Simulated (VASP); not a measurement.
Set up this calculation in VASP 6.6.1, as the native input.

- Task: single point
- Functional: LDA
- Potentials or basis: VASP PAW LDA potentials, release 64 (Si, C)
- Cutoff: 520 eV
- k mesh: 10 × 10 × 3
- Occupations: gaussian, width 0.05 eV
- Spin: no spin polarisation
- Dipole correction: no
- Further INCAR settings: ALGO = Normal; EDIFF = 1e-06; NBANDS = 26

The structure of SiC lies in POSCAR:

```
SiC
1.0
   -3.0759982064      0.0000000000      0.0000000000
   -1.5379991032     -2.6638925888      0.0000000000
   -0.6151996413      0.0000000000     10.0960000000
Si C
4 4
Direct
    0.2025833333      0.3333333333      0.6537500000
    0.3025833333      0.3333333333      0.1537500000
    0.4859166667      0.6666666667      0.9037500000
    0.5859166667      0.6666666667      0.4037500000
    0.1640833333      0.3333333333      0.8462500000
    0.2640833333      0.3333333333      0.3462500000
    0.6474166667      0.6666666667      0.0962500000
    0.5474166667      0.6666666667      0.5962500000
```

The input as run:

INCAR

```
ALGO = Normal ; EDIFF = 1E-6
ENCUT = 520 ; ISIF = 2
ISMEAR = 0 ; LASPH = T
LCHARG = F ; LREAL = F
LWAVE = F ; NBANDS = 26
NELM = 60 ; PREC = Accurate
SIGMA = 0.05
```

KPOINTS

```
k-points
0
Gamma
  10 10 3
```

Potentials or basis: VASP PAW LDA potentials, release 64 (Si, C).

Command:

```bash
$ cat potpaw_LDA.64/Si/POTCAR potpaw_LDA.64/C/POTCAR > POTCAR
$ mpirun -np 1 vasp_std > vasp.out
```

Results of the run:

```json
{
  "Pressure": "-4.0 GPa",
  "Largest force": "1.743 eV/Å",
  "Band gap on the k mesh": "1.86 eV, indirect (least direct gap 3.49 eV)"
}
```

Caveat: forces of over 1 eV/Å act on the atoms, so gaps and moduli don't describe the material at rest.

Wall time 3.5 min on 1 thread of Oxide Virtual Turin-like Processor (shared host), peak memory 0.3 GiB.
